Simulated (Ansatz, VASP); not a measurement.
# Sb in VASP and in Ansatz

The input INCAR:

```
ALGO = Normal
EDIFF = 1E-7
ENCUT = 520
GGA = PS
ISIF = 2
ISMEAR = -1
LASPH = T
LCHARG = T
LELF = T
LREAL = F
LVHAR = T
LWAVE = F
NBANDS = 12
NELM = 80
PREC = Accurate
SIGMA = 0.05
```

KPOINTS

```
k-points
0
Gamma
  12 12 7
```

Contents of POSCAR:

```
Sb
1.0
    3.3690001795      0.0000000000      0.0000000000
   -1.6845000898      2.9176397408      0.0000000000
    0.0000000000      0.0000000000      5.4899000000
Sb
2
Direct
    0.3333333333      0.6666666667      0.2500000000
    0.6666666667      0.3333333333      0.7500000000
```

Input for Ansatz:

```yaml
crystal:
  lattice:
    - [3.3690001795, 0.0, 0.0]
    - [-1.6845000898, 2.9176397408, 0.0]
    - [0.0, 0.0, 5.4899]
  atoms:
    - { symbol: Sb, position: [0.3333333333, 0.6666666667, 0.25] }
    - { symbol: Sb, position: [0.6666666667, 0.3333333333, 0.75] }
kpoints:
  mp_grid: { grid: [12, 12, 7] }
  band_path:
    path:
      - [0.0, 0.0, 0.0]
      - [0.5, 0.0, 0.0]
      - [0.3333333333, 0.3333333333, 0.0]
      - [0.0, 0.0, 0.0]
      - [0.0, 0.0, 0.5]
      - [0.5, 0.0, 0.5]
      - [0.3333333333, 0.3333333333, 0.5]
      - [0.0, 0.0, 0.5]
      - [0.5, 0.0, 0.5]
    npoints: 5
scf:
  occupations: { method: fermi_dirac, width: 0.05 }
hamiltonian:
  xc: pbesol
  pseudopotentials: { kind: all_electron, lapw: { basis_error: 0.0005 } }
output:
  forces: true
  stress: true
  eigenvalues: true
```

Change from the starting cell: zz strain of +3 %.

Alike in both runs: task single point; functional PBEsol; k mesh 12 × 12 × 7; occupations fermi-dirac, width 0.05 eV; no spin polarisation.

|  | VASP | Ansatz |
| --- | --- | --- |
| version | VASP 6.6.1 | Ansatz 0.2.0 |
| potentials or method | VASP PAW PBE potentials, release 64 (Sb), cutoff 520 eV | all-electron LAPW, scalar-relativistic |

```csv
,VASP,Ansatz,Ansatz less VASP
pressure (GPa),-2.0,-2.0,+0.03
"traceless stress, the component that is largest in VASP (GPa)",-0.49,-0.49,+0.007
```

VASP's potentials were made for PBE, not for PBEsol. Ansatz ran all-electron here, and VASP with PAW potentials.

Spin-orbit coupling is off throughout.
